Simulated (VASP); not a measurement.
# Si2W (I4/mmm) in VASP: notebook, part 2 of 2

VASP 6.6.1. Earlier steps stand in the parts before.

## (3) Single point, PBE (14.08 Å³/atom)

This run uses another cell than the first one, of 14.08 Å³/atom.

Contents of INCAR:

```
SYSTEM = Si2W
ALGO = Normal ; EDIFF = 1E-7
ENCUT = 520 ; GGA = PE
ISIF = 2 ; ISMEAR = 0
LASPH = .True. ; LCHARG = .False.
LREAL = .False. ; LWAVE = .False.
NBANDS = 18 ; NELM = 60
PREC = Accurate ; SIGMA = 0.1
```

Contents of KPOINTS:

```
k-points
0
Gamma
  18 18 18
  0 0 0
```

Contents of POSCAR:

```
Si2W
1.0
   -1.6316129631      1.6316129631      3.9671596415
    1.6316129631     -1.6316129631      3.9671596415
    1.6316129631      1.6316129631     -3.9671596415
Si W
2 1
Direct
    0.3350590761      0.3350590761      0.0000000000
    0.6649409239      0.6649409239      0.0000000000
    0.0000000000      0.0000000000      0.0000000000
```

Potentials or basis: VASP PAW PBE potentials, release 64 (Si, W_sv).

Command:

```console
cat potpaw_PBE.64/Si/POTCAR potpaw_PBE.64/W_sv/POTCAR > POTCAR
mpirun -np 1 vasp_std > vasp.out
```

OUTCAR:

```text
SYSTEM = Si2W
   EDIFF = 1E-7
   ENCUT = 520
   GGA = PE
   ISIF = 2
   ISMEAR = 0
   LASPH = .True.
   LREAL = .False.
   NELM = 60
   PREC = Accurate

 ion  position               nearest neighbor table
   1  0.335  0.335  0.000-   2 2.62   3 2.65   3 2.65   3 2.65   3 2.65   3 2.66   2 2.67   2 2.67
                             2 2.67   2 2.67
   2  0.665  0.665  0.000-   1 2.62   3 2.65   3 2.65   3 2.65   3 2.65   3 2.66   1 2.67   1 2.67
                             1 2.67   1 2.67
   3  0.000  0.000  0.000-   1 2.65   2 2.65   2 2.65   2 2.65   2 2.65   1 2.65   1 2.65   1 2.65
                             1 2.66   2 2.66

  LATTYP: Found a body centered tetragonal cell.
 ALAT       =     3.2632259262
 C/A-ratio  =     2.4314342502

  Lattice vectors:

 A1 = (  -1.6316129631,   1.6316129631,   3.9671596415)
 A2 = (   1.6316129631,  -1.6316129631,   3.9671596415)
 A3 = (   1.6316129631,   1.6316129631,  -3.9671596415)

Analysis of symmetry for initial positions (statically):
=====================================================================
 Subroutine PRICEL returns:
 Original cell was already a primitive cell.

 Routine SETGRP: Setting up the symmetry group for a
 body centered tetragonal supercell.

 Subroutine GETGRP returns: Found 16 space group operations
 (whereof 16 operations were pure point group operations)
 out of a pool of 16 trial point group operations.

The static configuration has the point symmetry D_4h.

Analysis of symmetry for dynamics (positions and initial velocities):
=====================================================================
 Subroutine PRICEL returns:
 Original cell was already a primitive cell.

 Routine SETGRP: Setting up the symmetry group for a
 body centered tetragonal supercell.

 Subroutine GETGRP returns: Found 16 space group operations
 (whereof 16 operations were pure point group operations)
 out of a pool of 16 trial point group operations.

The dynamic configuration has the point symmetry D_4h.

 Subroutine INISYM returns: Found 16 space group operations
 (whereof 16 operations are pure point group operations),
 and found     1 'primitive' translations

----------------------------------------------------------------------------------------

                                     Primitive cell

  volume of cell :      42.2449

  direct lattice vectors                    reciprocal lattice vectors
    -1.631612963  1.631612963  3.967159641     0.000000000  0.306445224  0.126034757
     1.631612963 -1.631612963  3.967159641     0.306445224  0.000000000  0.126034757
     1.631612963  1.631612963 -3.967159641     0.306445224  0.306445224  0.000000000

  length of vectors
     4.589409259  4.589409259  4.589409259     0.331350925  0.331350925  0.433378992

  position of ions in fractional coordinates (direct lattice)
     0.335059076  0.335059076  0.000000000
     0.664940924  0.664940924  0.000000000
     0.000000000  0.000000000  0.000000000

  ion indices of the primitive-cell ions
   primitive index   ion index
                 1           1
                 2           2
                 3           3

----------------------------------------------------------------------------------------

 KPOINTS: k-points

[... 22 lines left out ...]
 Following reciprocal coordinates:
            Coordinates               Weight
  0.000000  0.000000  0.000000      1.000000
  0.055556 -0.000000  0.000000      8.000000
  0.111111 -0.000000  0.000000      8.000000
  0.166667 -0.000000  0.000000      8.000000
  0.222222 -0.000000  0.000000      8.000000
  0.277778 -0.000000  0.000000      8.000000
[... 16 lines left out ...]
 -0.277778  0.055556 -0.000000     16.000000
 -0.222222  0.055556  0.000000     16.000000
 [... further k-points ...]
   k-points           NKPTS =    480   k-points in BZ     NKDIM =    480   number of bands    NBANDS=     18
   number of dos      NEDOS =    301   number of ions     NIONS =      3
   total plane-waves  NPLWV =  46656
   dimension x,y,z NGX =    36 NGY =   36 NGZ =   36
   dimension x,y,z NGXF=    72 NGYF=   72 NGZF=   72
   ions per type =               2   1
   NGX,Y,Z   is equivalent  to a cutoff of  13.04, 13.04, 13.04 a.u.
   NGXF,Y,Z  is equivalent  to a cutoff of  26.08, 26.08, 26.08 a.u.
 SYSTEM =  Si2W
   PREC   = accura    normal or accurate (medium, high low for compatibility)
   ISTART =      0    job   : 0-new  1-cont  2-samecut
   ICHARG =      2    charge: 1-file 2-atom 10-const
   ISPIN  =      1    spin polarized calculation?
   LNONCOLLINEAR =      F non collinear calculations
   LSORBIT =      F    spin-orbit coupling
   LASPH  =      T    aspherical Exc in radial PAW
   ENCUT  =  520.0 eV  38.22 Ry    6.18 a.u.   8.53  8.53  8.53*2*pi/ulx,y,z
   NELM   =     60;   NELMIN=  2; NELMDL= -5     # of ELM steps
   EDIFF  = 0.1E-06   stopping-criterion for ELM
   LREAL  =      F    real-space projection
   EDIFFG = 0.1E-05   stopping-criterion for IOM
   NSW    =      0    number of steps for IOM
   IBRION =     -1    ionic relax: 0-MD 1-quasi-New 2-CG
   NFREE  =      0    steps in history (QN), initial steepest desc. (CG)
   ISIF   =      2    stress and relaxation
   ISYM   =      2    0-nonsym 1-usesym 2-fastsym
   POTIM  = 0.5000    time-step for ionic-motion
   TEBEG  =    0.0;   TEEND  =   0.0 temperature during run
   PSTRESS=    0.0 pullay stress
   NELECT =      22.0000    total number of electrons
   NUPDOWN=      -1.0000    fix difference up-down
   EMIN   =  10.00;   EMAX   =-10.00  energy-range for DOS
   EFERMI =   0.00;   METHOD = LEGACY
   ISMEAR =     0;   SIGMA  =   0.10  broadening in eV -4-tet -1-fermi 0-gaus
   EFERMI_NEDOS =   21; number of points for ismear=-14 and -15
   IALGO  =     38    algorithm
   IMIX   =      4    mixing-type and parameters
     AMIX     =   0.40;   BMIX     =  1.00
     AMIX_MAG =   1.60;   BMIX_MAG =  1.00
  volume/ion in A,a.u.               =      14.08        95.03
  Fermi-wavevector in a.u.,A,eV,Ry     =   1.317117  2.488991 23.603354  1.734798
  Thomas-Fermi vector in A             =   2.447181
   LORBIT       =      0    0 simple, 1 ext, 2 COOP (PROOUT), +10 PAW based schemes
   GGA     = PE    functional components
   LHFCALC =     F    Hartree Fock is set to
   AEXX    =    0.0000 exact exchange contribution
   IVDW    =     0    specifies the selected vdW correction
   LEPSILON=     F    determine dielectric tensor
   LRPA    =     F    only Hartree local field effects (RPA)
 non-spin polarized calculation
 Gauss-broadening in eV      SIGMA  =   0.10
  energy-cutoff  :      520.00
  volume of cell :       42.24
 maximum number of plane-waves:      1159
 NGX is ok and might be reduce to    36
   NGX = 17   NGY = 17   NGZ = 17

 number of electron      22.0000001 magnetization

 Free energy of the ion-electron system (eV)
  ---------------------------------------------------
  ext. energy  EPLUGINS =         0.00000000
  ---------------------------------------------------
  free energy    TOTEN  =       -24.79298934 eV

  energy without entropy =      -24.79201542  energy(sigma->0) =      -24.79250238

 E-fermi :  11.3298     XC(G=0): -12.3205

 val. band max:       11.3233756119   @ k =  -0.3889   0.5000   0.3333
 cond. band min:      11.3348985717   @ k =  -0.4444  -0.4444   0.2778
 fundamental gap:      0.0115229598
 Fermi energy:        11.3298248885

 k-point     1 :       0.0000    0.0000    0.0000
  band No.  band energies     occupation
      1     -62.6119      2.00000
      2     -26.8339      2.00000
      3     -26.8339      2.00000
      4     -26.8279      2.00000
      5      -2.3708      2.00000
      6       4.7640      2.00000
[... 481 lines left out ...]
      5      -1.4981      2.00000
      6       4.8058      2.00000
[... 10 lines left out ...]
     17      17.3245      0.00000
     18      19.3444      0.00000

 [... further k-points ...]

------------------------ aborting loop because EDIFF is reached ----------------------------------------

  FORCE on cell =-STRESS in cart. coord.  units (eV):
  Direction    XX          YY          ZZ          XY          YZ          ZX
  --------------------------------------------------------------------------------------
  -------------------------------------------------------------------------------------
  Total       -1.5611594     -1.5611594     -1.5739574      0.0000000      0.0000000     -0.0000000
  in kB      -59.2084741    -59.2084741    -59.6938508      0.0000000      0.0000000     -0.0000000
  external PRESSURE =     -59.3702663 kB  Pullay stress =       0.0000000 kB

 VOLUME and BASIS-vectors are now :
 -----------------------------------------------------------------------------
  energy-cutoff  :      520.00
  volume of cell :       42.24
      direct lattice vectors                 reciprocal lattice vectors
    -1.631612963  1.631612963  3.967159641     0.000000000  0.306445224  0.126034757
     1.631612963 -1.631612963  3.967159641     0.306445224  0.000000000  0.126034757
     1.631612963  1.631612963 -3.967159641     0.306445224  0.306445224  0.000000000

 POSITION                                       TOTAL-FORCE (eV/Angst)
 -----------------------------------------------------------------------------------
      0.00000      0.00000      2.65847        -0.000000     -0.000000     -0.000445
      0.00000      0.00000      5.27585        -0.000000     -0.000000      0.000445
      0.00000      0.00000      0.00000         0.000000      0.000000      0.000000
 -----------------------------------------------------------------------------------
    total drift:                                0.000000     -0.000000      0.000000

  FREE ENERGIE OF THE ION-ELECTRON SYSTEM (eV)
  ---------------------------------------------------
  free  energy   TOTEN  =       -24.7929893367 eV

  energy  without entropy=      -24.7920154185  energy(sigma->0) =      -24.79250238
```

OSZICAR:

```text
N       E                     dE             d eps       ncg     rms          rms(c)
DAV:   1     0.129473437482E+03    0.12947E+03   -0.10823E+04 17280   0.123E+03
DAV:   2    -0.212259852793E+02   -0.15070E+03   -0.14707E+03 19874   0.318E+02
DAV:   3    -0.256653811757E+02   -0.44394E+01   -0.43795E+01 21534   0.491E+01
DAV:   4    -0.257066272017E+02   -0.41246E-01   -0.41205E-01 20670   0.497E+00
DAV:   5    -0.257070860695E+02   -0.45887E-03   -0.45884E-03 20552   0.560E-01    0.233E+01
DAV:   6    -0.249024351002E+02    0.80465E+00   -0.40728E+00 18560   0.138E+01    0.754E+00
DAV:   7    -0.248186401938E+02    0.83795E-01   -0.31352E-01 18398   0.306E+00    0.440E+00
DAV:   8    -0.247934710944E+02    0.25169E-01   -0.54543E-02 19412   0.182E+00    0.334E-01
DAV:   9    -0.247930851788E+02    0.38592E-03   -0.12704E-03 20234   0.278E-01    0.205E-01
DAV:  10    -0.247929981800E+02    0.86999E-04   -0.32179E-04 20470   0.155E-01    0.364E-02
DAV:  11    -0.247929899467E+02    0.82333E-05   -0.45805E-05 19760   0.494E-02    0.186E-02
DAV:  12    -0.247929901528E+02   -0.20609E-06   -0.22663E-06 20582   0.942E-03    0.447E-03
DAV:  13    -0.247929894341E+02    0.71869E-06   -0.41752E-07 18574   0.549E-03    0.695E-04
DAV:  14    -0.247929893367E+02    0.97379E-07   -0.17479E-08  9594   0.126E-03
   1 F= -.24792989E+02 E0= -.24792502E+02  d E =-.973918E-03
```

stdout:

```text
POSCAR found type information on POSCAR SiW
 POSCAR found :  2 types and       3 ions
 scaLAPACK will be used
 LDA part: xc-table for (Slater+PW92), standard interpolation
 POSCAR, INCAR and KPOINTS ok, starting setup
 FFT: planning ... GRIDC
 FFT: planning ... GRID_SOFT
 FFT: planning ... GRID
 WAVECAR not read
 entering main loop
```

Run time: 10 min. Hardware: 1 thread of Intel Xeon 8259CL, shared host; peak memory 0.47 GiB.

What came out:

```yaml
Free_energy: -24.7930 eV
Pressure: -5.9 GPa
Band_gap_on_the_k_mesh: zero (bands 11 and 12 overlap by 1.18 eV)
```

Levels at points of the mesh, in eV from the Fermi level:
```tsv
k point	band 9	band 10	band 11	band 12	band 13	band 14
(0.00, 0.00, 0.00)	-2.71	-2.71	0.57	2.49	2.92	2.92
(0.50, 0.00, 0.00)	-2.68	-2.60	-0.38	2.52	2.72	3.82
(0.50, 0.50, 0.00)	-4.83	-3.06	-1.76	2.67	2.77	2.92
(0.50, 0.50, 0.50)	-0.84	-0.84	-0.46	-0.46	0.73	4.37
```

Caveat: the cell stands under tension; spin-orbit coupling is left out, which moves the levels of the heavy elements.

## (4) Single point, PBE (14.49 Å³/atom)

This run uses another cell than the first one, of 14.49 Å³/atom.

Contents of INCAR:

```
PREC = Accurate ; ENCUT = 520
EDIFF = 1E-6 ; ISMEAR = 0
SIGMA = 0.1 ; LREAL = F
LASPH = T ; NELM = 80
ALGO = Normal ; ISIF = 2
LWAVE = F ; LCHARG = T
GGA = PE ; LELF = T
LVHAR = T ; NBANDS = 18
```

Contents of KPOINTS:

```
Automatic mesh
0
Gamma
  18 18 18
```

Contents of POSCAR:

```
Si2W
1.0
   -1.6481739539      1.6481739539      4.0010733995
    1.6481739539     -1.6481739539      4.0010733995
    1.6481739539      1.6481739539     -4.0010733995
Si W
2 1
Direct
    0.3356159769      0.3356159769      0.0000000000
    0.6643840231      0.6643840231      0.0000000000
    0.0000000000      0.0000000000      0.0000000000
```

Command:

```console
cat potpaw_PBE.64/Si/POTCAR potpaw_PBE.64/W_sv/POTCAR > POTCAR
mpirun -np 1 vasp_std > vasp.out
```

Wall time 9.4 min (1 thread of Intel Xeon 8259CL, shared host); peak memory 0.48 GiB.

It converged, with:

```yaml
Free_energy: -24.7275 eV
Pressure: -11.1 GPa
Largest_force: 0.005 eV/Å
Band_gap_on_the_k_mesh: zero (bands 11 and 12 overlap by 1.11 eV)
```

Forces in eV/Å, atoms in the order of the input:
```
Si   0.000  0.000 -0.005
Si   0.000  0.000  0.005
W    0.000  0.000  0.000
```

Stress tensor (GPa, compression positive):
```
-11.05   0.00   0.00
  0.00 -11.05   0.00
  0.00   0.00 -11.16
```

Levels at points of the mesh, in eV from the Fermi level:
```tsv
k point	band 7	band 8	band 9	band 10	band 11	band 12	band 13	band 14	band 15	band 16
(0.00, 0.00, 0.00)	-3.76	-2.98	-2.62	-2.62	0.53	2.35	2.82	2.82	3.24	4.27
(0.50, 0.00, 0.00)	-5.43	-4.61	-2.61	-2.48	-0.34	2.40	2.70	3.73	3.88	5.00
(0.50, 0.50, 0.00)	-5.64	-5.47	-4.70	-2.93	-1.75	2.61	2.65	2.78	3.72	4.28
(0.50, 0.50, 0.50)	-3.44	-2.34	-0.82	-0.82	-0.44	-0.44	0.69	4.09	4.30	6.18
```

Caveat: the cell stands under tension; spin-orbit coupling is left out, which moves the levels of the heavy elements.

## (5) The runs side by side

| cell | gap on the mesh (eV) | pressure (GPa) |
| --- | --- | --- |
| a = 4.548 Å, angles 138.4, 138.4, 60.3°, 3 atoms | none | 0.1 |
| a = 4.589 Å, angles 138.3, 138.3, 60.4°, 3 atoms | none | -5.9 |
| a = 4.631 Å, angles 138.3, 138.3, 60.4°, 3 atoms | none | -11.1 |

Alike in all rows: task single point; level PBE; potentials or basis VASP PAW PBE potentials, release 64 (Si, W_sv); no spin polarisation; k mesh 18 × 18 × 18; cutoff (eV) 520; smearing gaussian 0.1 eV.

Caveats: spin-orbit coupling is left out, which moves the levels of the heavy elements; the cell stands under tension (at least some runs).

Total energies depend on the potentials used, so only differences within one code and one set of settings carry meaning.
